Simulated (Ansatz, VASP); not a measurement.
**Two plane-wave programs on V**

INCAR

```
ALGO = Normal
EDIFF = 1E-6
ENCUT = 520
GGA = PS
ISIF = 2
ISMEAR = -1
LASPH = True
LCHARG = True
LELF = True
LREAL = False
LVHAR = True
LWAVE = False
NBANDS = 26
NELM = 80
PREC = Accurate
SIGMA = 0.1
```

Contents of KPOINTS:

```
k-points
0
Gamma
  9 9 15
```

POSCAR

```
V
1.0
    4.5160854531      0.0000000000      0.0000000000
   -2.2580427265      3.9110447280      0.0000000000
    0.0000000000      0.0000000000      2.4132039888
V
3
Direct
    0.0000000000      0.0000000000      0.0000000000
    0.3333333333      0.6666666667      0.5000000000
    0.6666666667      0.3333333333      0.5000000000
```

Input for Ansatz:

```yaml
crystal:
  lattice:
    - [4.5160854531, 0.0, 0.0]
    - [-2.2580427265, 3.911044728, 0.0]
    - [0.0, 0.0, 2.4132039888]
  atoms:
    - { symbol: V, position: [0.0, 0.0, 0.0] }
    - { symbol: V, position: [0.3333333333, 0.6666666667, 0.5] }
    - { symbol: V, position: [0.6666666667, 0.3333333333, 0.5] }
hamiltonian:
  xc: pbesol
  pseudopotentials:
    kind: paw
    azcp:
      V: "pseudopotentials/V.paw.azcp"
basis:
  ecutwfc: 420
  fft_grid_basis: typed
kpoints:
  mp_grid: { grid: [9, 9, 15], shift: [0, 0, 0] }
magnetization:
  spin_polarized: false
scf:
  occupations: { method: fermi_dirac, width: 0.1 }
  lower_state_search: "off"
output:
  stress: true
```

Alike in both runs: task single point; functional PBEsol; k mesh 9 × 9 × 15; occupations fermi-dirac, width 0.1 eV; no spin polarisation.

```csv
,VASP,Ansatz
version,VASP 6.6.1,Ansatz 0.2.0
potentials or method,"VASP PAW PBE potentials, release 64 (V_sv), cutoff 520 eV","plane waves (420 eV) with PAW, scalar-relativistic"
valence electrons in the cell,39,39
```

VASP gave:

| Quantity | Value |
| --- | --- |
| pressure (GPa) | -12.5 |
| traceless stress, the component that is largest in VASP (GPa) | -0.08 |

Question: What did Ansatz give for the same quantities?

Answer: Pressure (GPa): -12.7; traceless stress, the component that is largest in VASP (GPa): -0.18.

VASP's potentials were made for PBE, not for PBEsol, and Ansatz warns of the same on its side.
